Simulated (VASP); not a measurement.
# FeGe: single point with PBE

FeGe:

```
Fe Ge
1.0
     4.95938    0.00000    0.00000
    -2.47969    4.29495    0.00000
     0.00000    0.00000    4.05164
Fe Ge
3 3
Direct
  0.50000 0.00000 0.00000
  0.50000 0.50000 0.00000
  0.00000 0.50000 0.00000
  0.00000 0.00000 0.00000
  0.33333 0.66667 0.50000
  0.66667 0.33333 0.50000
```

```yaml
Program: VASP 6.6.1
Task: single point
Functional: PBE
Potentials_or_basis: VASP PAW PBE potentials, release 64 (Fe, Ge_d)
Cutoff: 520 eV
k_mesh: 9 × 9 × 10
Occupations: gaussian, width 0.1 eV
Spin: collinear spin, ferromagnetic start
Starting_moments: "[1.69, 1.69, 1.69, 0.0, 0.0, 0.0] μB"
```

- Pressure: 0.0 GPa
- Net moment: 4.09 μB per cell
- Site moments: Fe +1.45; Ge -0.09, -0.06 (each value once) μB
- Valence electrons inside the program's atomic spheres: Fe 7.43; Ge 12.35, 12.40 (each value once)

Levels at points of the mesh, in eV from the Fermi level:
Spin up:
| k point | band 31 | band 32 | band 33 | band 34 | band 35 | band 36 | band 37 | band 38 | band 39 | band 40 |
| --- | --- | --- | --- | --- | --- | --- | --- | --- | --- | --- |
| (0.00, 0.00, 0.00) | -1.51 | -1.28 | -1.25 | -1.25 | -0.17 | 0.25 | 1.31 | 1.31 | 2.84 | 3.26 |
| (0.00, 0.00, 0.50) | -1.65 | -1.39 | -1.39 | -1.32 | -1.32 | -1.32 | -0.43 | 0.03 | 0.25 | 0.87 |
Spin down:
```csv
k point,band 29,band 30,band 31,band 32,band 33,band 34
"(0.00, 0.00, 0.00)",-1.49,0.25,0.25,0.36,0.51,0.51
"(0.00, 0.00, 0.50)",-1.86,-0.59,-0.59,-0.53,0.31,0.31
```

Run time: 9 min on 1 thread of Oxide Virtual Turin-like Processor, with other jobs on the host, peak memory 0.48 GiB.
